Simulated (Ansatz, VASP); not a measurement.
**Hf: VASP beside Ansatz**

Contents of INCAR:

```
SYSTEM = Hf
  PREC = Accurate
  ENCUT = 520
  EDIFF = 1E-7
  ISMEAR = -1
  SIGMA = 0.03
  LREAL = .FALSE.
  LASPH = .TRUE.
  NELM = 60
  ALGO = Normal
  ISIF = 2
  LWAVE = .FALSE.
  LCHARG = .TRUE.
  LELF = .TRUE.
  LVHAR = .TRUE.
  NBANDS = 11
```

Contents of KPOINTS:

```
Automatic mesh
0
G
  13 13 13
  0 0 0
```

Contents of POSCAR:

```
Hf
1.0
    0.0000000000      2.2273754695      2.2273754695
    2.2273754695      0.0000000000      2.2273754695
    2.2273754695      2.2273754695      0.0000000000
Hf
1
Direct
    0.0000000000      0.0000000000      0.0000000000
```

Input for Ansatz:

```yaml
crystal:
  lattice:
    - [0.0, 2.2273754695, 2.2273754695]
    - [2.2273754695, 0.0, 2.2273754695]
    - [2.2273754695, 2.2273754695, 0.0]
  atoms:
    - { symbol: Hf, position: [0.0, 0.0, 0.0] }
kpoints:
  mp_grid: { grid: [13, 13, 13] }
  band_path:
    path:
      - [0.0, 0.0, 0.0]
      - [0.5, 0.0, 0.5]
      - [0.625, 0.25, 0.625]
      - [0.375, 0.375, 0.75]
      - [0.0, 0.0, 0.0]
      - [0.5, 0.5, 0.5]
      - [0.5, 0.25, 0.75]
      - [0.5, 0.0, 0.5]
    npoints: 5
scf:
  occupations: { method: fermi_dirac, width: 0.03 }
hamiltonian:
  xc: lda
  pseudopotentials: { kind: all_electron, lapw: { basis_error: 0.001 } }
output:
  forces: true
  stress: true
  eigenvalues: true
```

Change from the starting cell: volume scaled by 1.01.

Alike in both runs: task single point; functional LDA; k mesh 13 × 13 × 13; occupations fermi-dirac, width 0.03 eV; no spin polarisation.

|  | VASP | Ansatz |
| --- | --- | --- |
| version | VASP 6.6.1 | Ansatz 0.2.0 |
| potentials or method | VASP PAW LDA potentials, release 64 (Hf_pv), cutoff 520 eV | all-electron LAPW, scalar-relativistic |

```tsv
	VASP	Ansatz	Ansatz less VASP
pressure (GPa)	-6.5	-6.4	+0.02
```

LDA's correlation is that of Perdew and Zunger in VASP and of Perdew and Wang (1992) in Ansatz. Ansatz ran all-electron here, and VASP with PAW potentials.

Neither program's run includes spin-orbit coupling.
